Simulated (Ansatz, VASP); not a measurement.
## One calculation of MnO2, two programs

```xyz
3
Lattice="1.4284 0.8247 4.5839 -1.4284 0.8247 4.5839 0.0000 -1.6494 4.5839" Properties=species:S:1:pos:R:3 pbc="T T T"
Mn    0.0000    0.0000    0.0000
O     0.0000    0.0000   10.1163
O     0.0000    0.0000    3.6355
```

Alike in both runs: functional LDA; k mesh 11 × 11 × 11; occupations fermi-dirac, width 0.05 eV; collinear spin.

|  | VASP | Ansatz |
| --- | --- | --- |
| version | VASP 6.6.1 | Ansatz 0.2.0 |
| potentials or method | VASP PAW LDA potentials, release 64 (Mn_pv, O) | Ansatz PAW |
| plane-wave cutoff (eV) | 520 | 420 |
| valence electrons in the cell | 25 | 27 |
| task | single point | band structure |

VASP gave:

| Property | Result |
| --- | --- |
| gap on the k mesh at the Fermi level (eV) | 0.35 |
| least direct gap on the mesh (eV) | 0.40 |
| pressure (GPa) | -7.7 |
| traceless stress, the component that is largest in VASP (GPa) | 2.04 |
| rms of the force components (eV/Å) | 0.215 |
| net moment per atom (μB) | 1.00 |
| size of the moment on the site where the two differ most (μB) | 2.78 |

What did Ansatz give for the same quantities?

gap on the k mesh at the Fermi level (eV): 0.48; least direct gap on the mesh (eV): 0.53; pressure (GPa): -8.7; traceless stress, the component that is largest in VASP (GPa): 2.41; rms of the force components (eV/Å): 0.260; net moment per atom (μB): 1.00; size of the moment on the site where the two differ most (μB): 2.47.

LDA's correlation is that of Perdew and Zunger in VASP and of Perdew and Wang (1992) in Ansatz. Site moments also hang on the region over which each program counts them. Atom by atom the forces differ by 0.045 eV/Å (rms over components). VASP's potentials hold 25 valence electrons a cell and Ansatz's 27, so a difference there can come from the potentials and not from the codes.

Noted on Ansatz's run: Pulay correction over one GPa.
